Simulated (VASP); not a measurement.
# BN (Cmm2) in VASP: single point with r2SCAN

Aim: the single point of BN with r2SCAN.

Program: VASP 6.6.1. These are calculated values, not measurements. Logs are shortened: lines on timing, memory, paths and dates and some standing lists are left out, and cuts for length are marked.

## (1) The cell of the first run

It takes space group Cmm2 (No. 35, orthorhombic). Conventional cell: a = 5.128 Å, b = 5.128 Å, c = 3.626 Å, α = 90.00°, β = 90.00°, γ = 90.00°. B (site symmetry m) has 4 N at 1.57 to 1.63 Å within 2.1 Å. B (site symmetry m) has 4 N at 1.51 to 1.57 Å within 2.0 Å. Within 2.0 Å of N (site symmetry mm2) lie 4 B at 1.51 to 1.63 Å. N (site symmetry mm2) has 4 B at 1.57 Å within 2.1 Å. Within 2.1 Å of N (site symmetry 2) lie 4 B at 1.57 Å.

## (2) Single point, r2SCAN (atom 5 (N) moved -0.100 Å along Cartesian [0 0 1])

Input file POSCAR:

```
BN
1.0
    3.6260020000      0.0000000000      0.0000000000
    0.0000000000     -3.6260020000      0.0000000000
    0.0000000000      0.0000000000     -3.6260020000
B N
4 4
Direct
    0.0000000000      0.5000000000      0.5000000000
    0.5000000000      0.0000000000      0.5000000000
    0.5000000000      0.5000000000      0.0000000000
    0.0000000000      0.0000000000      0.0000000000
    0.7500000000      0.7500000000      0.7775785838
    0.2500000000      0.2500000000      0.7500000000
    0.2500000000      0.7500000000      0.2500000000
    0.7500000000      0.2500000000      0.2500000000
```

Input file INCAR.step1:

```
SYSTEM = BN
PREC = Accurate ; ENCUT = 1460
ISMEAR = 0 ; SIGMA = 0.05
LREAL = .False. ; LASPH = .True.
NELM = 120 ; NBANDS = 26
GGA = PE ; ALGO = Normal
EDIFF = 1E-5 ; LWAVE = .True.
LCHARG = .False. ; GGA_COMPAT = .False.
```

Input file INCAR.step2:

```
SYSTEM = BN
PREC = Accurate ; ENCUT = 1460
EDIFF = 1E-6 ; ISMEAR = 0
SIGMA = 0.05 ; LREAL = .False.
LASPH = .True. ; NELM = 120
ALGO = Normal ; ISIF = 2
LWAVE = .False. ; LCHARG = .False.
METAGGA = R2SCAN ; LMIXTAU = .True.
NBANDS = 26 ; ISTART = 1
GGA_COMPAT = .False.
```

Input file KPOINTS:

```
Automatic mesh
0
Gamma
  6 6 6
  0 0 0
```

Potentials or basis: VASP PAW PBE potentials, release 64 (B_h, N_h).

Command:

```bash
> cat potpaw_PBE.64/B_h/POTCAR potpaw_PBE.64/N_h/POTCAR > POTCAR
> cp INCAR.step1 INCAR
> mpirun -np 1 vasp_std > vasp.out
> cp INCAR.step2 INCAR
> mpirun -np 1 vasp_std > vasp.out
```

OUTCAR:

```text
SYSTEM = BN
   PREC = Accurate
   ENCUT = 1460
   EDIFF = 1E-6
   ISMEAR = 0
   LREAL = .False.
   LASPH = .True.
   NELM = 120
   ISIF = 2
   METAGGA = R2SCAN
   ISTART = 1

 ion  position               nearest neighbor table
   1  0.000  0.500  0.500-
   2  0.500  0.000  0.500-
   3  0.500  0.500  0.000-
   4  0.000  0.000  0.000-
   5  0.750  0.750  0.778-
   6  0.250  0.250  0.750-
   7  0.250  0.750  0.250-
   8  0.750  0.250  0.250-

  LATTYP: Found a simple cubic cell.
 ALAT       =     3.6260020000

  Lattice vectors:

 A1 = (   3.6260020000,   0.0000000000,   0.0000000000)
 A2 = (   0.0000000000,  -3.6260020000,   0.0000000000)
 A3 = (   0.0000000000,   0.0000000000,  -3.6260020000)

Analysis of symmetry for initial positions (statically):
=====================================================================
 Subroutine PRICEL returns:
 Original cell was already a primitive cell.

 Routine SETGRP: Setting up the symmetry group for a
 simple cubic supercell.

 Subroutine GETGRP returns: Found  4 space group operations
 (whereof  2 operations were pure point group operations)
 out of a pool of 48 trial point group operations.

The static configuration has the point symmetry C_1h.
 The point group associated with its full space group is C_2v.

Analysis of symmetry for dynamics (positions and initial velocities):
=====================================================================
 Subroutine PRICEL returns:
 Original cell was already a primitive cell.

 Routine SETGRP: Setting up the symmetry group for a
 simple cubic supercell.

 Subroutine GETGRP returns: Found  4 space group operations
 (whereof  2 operations were pure point group operations)
 out of a pool of 48 trial point group operations.

The dynamic configuration has the point symmetry C_1h.
 The point group associated with its full space group is C_2v.

 Subroutine INISYM returns: Found  4 space group operations
 (whereof  2 operations are pure point group operations),
 and found     1 'primitive' translations

----------------------------------------------------------------------------------------

                                     Primitive cell

  volume of cell :      47.6743

  direct lattice vectors                    reciprocal lattice vectors
     3.626002000  0.000000000  0.000000000     0.275785838  0.000000000  0.000000000
     0.000000000 -3.626002000  0.000000000     0.000000000 -0.275785838  0.000000000
     0.000000000  0.000000000 -3.626002000     0.000000000  0.000000000 -0.275785838

  length of vectors
     3.626002000  3.626002000  3.626002000     0.275785838  0.275785838  0.275785838

  position of ions in fractional coordinates (direct lattice)
     0.000000000  0.500000000  0.500000000
     0.500000000  0.000000000  0.500000000
     0.500000000  0.500000000  0.000000000
     0.000000000  0.000000000  0.000000000
     0.750000000  0.750000000  0.777578584
     0.250000000  0.250000000  0.750000000
     0.250000000  0.750000000  0.250000000
     0.750000000  0.250000000  0.250000000

  ion indices of the primitive-cell ions
   primitive index   ion index
                 1           1
                 2           2
                 3           3
                 4           4
                 5           5
                 6           6
                 7           7
                 8           8

----------------------------------------------------------------------------------------

 KPOINTS: Automatic mesh

Automatic generation of k-mesh.
 Grid dimensions read from file:
 generate k-points for:    6    6    6

 Generating k-lattice:

  Cartesian coordinates                     Fractional coordinates (reciprocal lattice)
     0.045964306  0.000000000  0.000000000     0.166666667  0.000000000  0.000000000
     0.000000000 -0.045964306  0.000000000     0.000000000  0.166666667  0.000000000
     0.000000000  0.000000000 -0.045964306     0.000000000  0.000000000  0.166666667

  Length of vectors
     0.045964306  0.045964306  0.045964306

  Shift w.r.t. Gamma in fractional coordinates (k-lattice)
     0.000000000  0.000000000  0.000000000

 Subroutine IBZKPT returns following result:
 ===========================================

 Found     52 irreducible k-points:

 Following reciprocal coordinates:
            Coordinates               Weight
  0.000000  0.000000  0.000000      1.000000
  0.166667  0.000000  0.000000      4.000000
  0.000000  0.000000  0.166667      2.000000
  0.333333  0.000000  0.000000      4.000000
  0.000000  0.000000  0.333333      2.000000
  0.500000  0.000000  0.000000      2.000000
[... 16 lines left out ...]
  0.333333  0.000000  0.500000      4.000000
  0.500000  0.500000  0.000000      1.000000
 [... further k-points ...]
   k-points           NKPTS =     52   k-points in BZ     NKDIM =     52   number of bands    NBANDS=     26
   number of dos      NEDOS =    301   number of ions     NIONS =      8
   total plane-waves  NPLWV = 110592
   dimension x,y,z NGX =    48 NGY =   48 NGZ =   48
   dimension x,y,z NGXF=    96 NGYF=   96 NGZF=   96
   ions per type =               4   4
   NGX,Y,Z   is equivalent  to a cutoff of  22.01, 22.01, 22.01 a.u.
   NGXF,Y,Z  is equivalent  to a cutoff of  44.01, 44.01, 44.01 a.u.
 SYSTEM =  BN
   PREC   = accura    normal or accurate (medium, high low for compatibility)
   ISTART =      1    job   : 0-new  1-cont  2-samecut
   ICHARG =      0    charge: 1-file 2-atom 10-const
   ISPIN  =      1    spin polarized calculation?
   LNONCOLLINEAR =      F non collinear calculations
   LSORBIT =      F    spin-orbit coupling
   LASPH  =      T    aspherical Exc in radial PAW
   ENCUT  = 1460.0 eV 107.31 Ry   10.36 a.u.  11.30 11.30 11.30*2*pi/ulx,y,z
   NELM   =    120;   NELMIN=  2; NELMDL=  0     # of ELM steps
   EDIFF  = 0.1E-05   stopping-criterion for ELM
   LREAL  =      F    real-space projection
   EDIFFG = 0.1E-04   stopping-criterion for IOM
   NSW    =      0    number of steps for IOM
   IBRION =     -1    ionic relax: 0-MD 1-quasi-New 2-CG
   NFREE  =      0    steps in history (QN), initial steepest desc. (CG)
   ISIF   =      2    stress and relaxation
   ISYM   =      2    0-nonsym 1-usesym 2-fastsym
   POTIM  = 0.5000    time-step for ionic-motion
   TEBEG  =    0.0;   TEEND  =   0.0 temperature during run
   PSTRESS=    0.0 pullay stress
   NELECT =      32.0000    total number of electrons
   NUPDOWN=      -1.0000    fix difference up-down
   EMIN   =  10.00;   EMAX   =-10.00  energy-range for DOS
   EFERMI =   0.00;   METHOD = LEGACY
   ISMEAR =     0;   SIGMA  =   0.05  broadening in eV -4-tet -1-fermi 0-gaus
   EFERMI_NEDOS =   21; number of points for ismear=-14 and -15
   IALGO  =     38    algorithm
   IMIX   =      4    mixing-type and parameters
     AMIX     =   0.40;   BMIX     =  1.00
     AMIX_MAG =   1.60;   BMIX_MAG =  1.00
  volume/ion in A,a.u.               =       5.96        40.22
  Fermi-wavevector in a.u.,A,eV,Ry     =   1.433387  2.708709 27.954506  2.054598
  Thomas-Fermi vector in A             =   2.552911
   LORBIT       =      0    0 simple, 1 ext, 2 COOP (PROOUT), +10 PAW based schemes
   METAGGA = R2SCAN    functional components
   LHFCALC =     F    Hartree Fock is set to
   AEXX    =    0.0000 exact exchange contribution
   IVDW    =     0    specifies the selected vdW correction
   LEPSILON=     F    determine dielectric tensor
   LRPA    =     F    only Hartree local field effects (RPA)
 non-spin polarized calculation
 Gauss-broadening in eV      SIGMA  =   0.05
  energy-cutoff  :     1460.00
  volume of cell :       47.67
 maximum number of plane-waves:      6088
 NGX is ok and might be reduce to    48
   NGX = 23   NGY = 23   NGZ = 23

 number of electron      31.9999999 magnetization

 Free energy of the ion-electron system (eV)
  ---------------------------------------------------
  ext. energy  EPLUGINS =         0.00000000
  ---------------------------------------------------
  free energy    TOTEN  =       -76.62685768 eV

  energy without entropy =      -76.62685768  energy(sigma->0) =      -76.62685768

 E-fermi :   9.2337     XC(G=0): -13.7074

 val. band max:        9.0238519128   @ k =   0.0000   0.0000   0.0000
 cond. band min:      13.7406626361   @ k =   0.0000   0.0000   0.0000
 fundamental gap:      4.7168107234
 Fermi energy:         9.2337279440

 k-point     1 :       0.0000    0.0000    0.0000
  band No.  band energies     occupation
      1     -12.3902      2.00000
      2      -6.7598      2.00000
      3      -6.7267      2.00000
      4      -6.7105      2.00000
      5      -0.5645      2.00000
      6      -0.4275      2.00000
[... 18 lines left out ...]
     25      18.8899      0.00000
     26      19.6420      0.00000

 k-point     2 :       0.1667    0.0000    0.0000
  band No.  band energies     occupation
      1     -12.1590      2.00000
      2      -7.4972      2.00000
      3      -6.6738      2.00000
      4      -6.6446      2.00000
      5      -0.2963      2.00000
      6      -0.2469      2.00000
[... 18 lines left out ...]
     25      19.4952      0.00000
     26      20.3303      0.00000

 k-point     3 :       0.0000    0.0000    0.1667
  band No.  band energies     occupation
      1     -12.1597      2.00000
      2      -7.4894      2.00000
      3      -6.6657      2.00000
      4      -6.6592      2.00000
      5      -0.3761      2.00000
      6      -0.1819      2.00000
[... 572 lines left out ...]
 k-point    23 :       0.3333    0.0000    0.5000
  band No.  band energies     occupation
      1      -9.7184      2.00000
      2      -9.4328      2.00000
      3      -7.7030      2.00000
      4      -7.5253      2.00000
      5       0.2026      2.00000
      6       0.3604      2.00000
[... 18 lines left out ...]
     25      22.2440      0.00000
     26      22.8378      0.00000

 k-point    24 :       0.5000    0.5000    0.0000
  band No.  band energies     occupation
      1      -8.6818      2.00000
      2      -8.6630      2.00000
      3      -8.6600      2.00000
      4      -8.6593      2.00000
      5       0.7907      2.00000
      6       0.9462      2.00000
[... 18 lines left out ...]
     25      22.1628      0.00000
     26      22.3059      0.00000

 [... further k-points ...]

------------------------ aborting loop because EDIFF is reached ----------------------------------------

  FORCE on cell =-STRESS in cart. coord.  units (eV):
  Direction    XX          YY          ZZ          XY          YZ          ZX
  --------------------------------------------------------------------------------------
  -------------------------------------------------------------------------------------
  Total       -1.3224707     -1.3224707     -1.5696592     -0.0388685      0.0000000      0.0000000
  in kB      -44.4439385    -44.4439385    -52.7511369     -1.3062421      0.0000000      0.0000000
  external PRESSURE =     -47.2130047 kB  Pullay stress =       0.0000000 kB

 VOLUME and BASIS-vectors are now :
 -----------------------------------------------------------------------------
  energy-cutoff  :     1460.00
  volume of cell :       47.67
      direct lattice vectors                 reciprocal lattice vectors
     3.626002000  0.000000000  0.000000000     0.275785838  0.000000000  0.000000000
     0.000000000 -3.626002000  0.000000000     0.000000000 -0.275785838  0.000000000
     0.000000000  0.000000000 -3.626002000     0.000000000  0.000000000 -0.275785838

 POSITION                                       TOTAL-FORCE (eV/Angst)
 -----------------------------------------------------------------------------------
      0.00000     -1.81300     -1.81300        -0.077024     -0.077024     -0.505421
      1.81300      0.00000     -1.81300         0.077024      0.077024     -0.505421
      1.81300     -1.81300      0.00000        -0.218747      0.218747     -0.663811
      0.00000      0.00000      0.00000         0.218747     -0.218747     -0.663811
      2.71950     -2.71950     -2.81950         0.000000     -0.000000      3.545733
      0.90650     -0.90650     -2.71950         0.000000     -0.000000      0.243866
      0.90650     -2.71950     -0.90650         0.000000     -0.000000     -0.725567
      2.71950     -0.90650     -0.90650         0.000000     -0.000000     -0.725567
 -----------------------------------------------------------------------------------
    total drift:                                0.000000     -0.000000     -0.000108

  FREE ENERGIE OF THE ION-ELECTRON SYSTEM (eV)
  ---------------------------------------------------
  free  energy   TOTEN  =       -76.6268576772 eV

  energy  without entropy=      -76.6268576772  energy(sigma->0) =      -76.62685768
```

Wall time 7.9 min (1 thread of AMD EPYC 9R45 (Zen 5), shared host); peak memory 0.46 GiB.

What came out:

- Free energy: -76.6269 eV
- Pressure: -4.7 GPa
- Largest force: 3.546 eV/Å
- Band gap on the k mesh: 4.72 eV

Forces in eV/Å, atoms in the order of the input:
```
B   -0.077 -0.077 -0.505
B    0.077  0.077 -0.505
B   -0.219  0.219 -0.664
B    0.219 -0.219 -0.664
N    0.000  0.000  3.546
N    0.000  0.000  0.244
N    0.000  0.000 -0.726
N    0.000  0.000 -0.726
```

Levels at points of the mesh, in eV from the valence-band top:
| k point | band 13 | band 14 | band 15 | band 16 | band 17 | band 18 | band 19 | band 20 |
| --- | --- | --- | --- | --- | --- | --- | --- | --- |
| (0.00, 0.00, 0.00) | -5.07 | -0.46 | -0.24 | 0.00 | 4.72 | 4.76 | 4.78 | 8.93 |
| (0.50, 0.00, 0.00) | -3.32 | -3.31 | -3.26 | -3.20 | 7.11 | 7.14 | 9.95 | 10.00 |
| (0.00, 0.00, 0.50) | -3.68 | -3.41 | -3.23 | -2.95 | 7.12 | 7.21 | 9.99 | 10.07 |
| (0.50, 0.50, 0.00) | -2.73 | -2.38 | -2.37 | -2.02 | 9.94 | 10.08 | 10.14 | 10.35 |
| (0.00, 0.50, 0.50) | -2.55 | -2.38 | -2.32 | -2.15 | 9.76 | 9.86 | 10.30 | 10.35 |
| (0.50, 0.50, 0.50) | -2.22 | -2.22 | -2.05 | -1.74 | 10.07 | 10.17 | 10.39 | 10.43 |

Caveat: the cell differs from its parent crystal (atom 5 (N) moved -0.100 Å along Cartesian [0 0 1]); the cell stands under tension; the PAW data sets were made with another functional, which shifts forces and pressure a little. A k mesh can miss the band edges.
